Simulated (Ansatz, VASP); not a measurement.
**Two plane-wave programs on Al3BAs2**

```
CELL_PARAMETERS angstrom
3.89750 0.00000 0.00000
0.00000 3.89750 0.00000
0.00000 0.00000 9.44369
ATOMIC_POSITIONS crystal
Al 0.00000 0.50000 0.59178
Al 0.50000 0.00000 0.40822
Al 0.50000 0.50000 0.00000
B 0.00000 0.00000 0.50000
As 0.50000 0.50000 0.75445
As 0.50000 0.50000 0.24555
```

Alike in both runs: functional PBE; k mesh 4 × 4 × 4; occupations gaussian, width 0.1 eV; no spin polarisation.

Ansatz relaxed the structure, and its values are those at the end. VASP's run is a single point on that final structure, the one shown.

|  | VASP | Ansatz |
| --- | --- | --- |
| version | VASP 6.6.1 | Ansatz 0.2.0 |
| potentials or method | VASP PAW PBE potentials, release 64 (Al, B, As), cutoff 520 eV | scalar-relativistic, plane waves, PAW |
| valence electrons in the cell | 22 | 42 |

Ansatz gave:

- gap on the k mesh at the Fermi level (eV): none
- pressure (GPa): -0.1
- rms of the force components (eV/Å): 0.007

**Question.** Estimate VASP's values.

**Answer.** gap on the k mesh at the Fermi level (eV): none; pressure (GPa): 0.0; rms of the force components (eV/Å): 0.005.

A gap of «none» marks a metal or a gap that the smearing closes. The functional is the same, so the differences come from potentials, cutoffs and numerics. VASP's potentials hold 22 valence electrons a cell and Ansatz's 42, so a difference there can come from the potentials and not from the codes.

The k mesh is coarse, so the values compare programs but aren't converged.
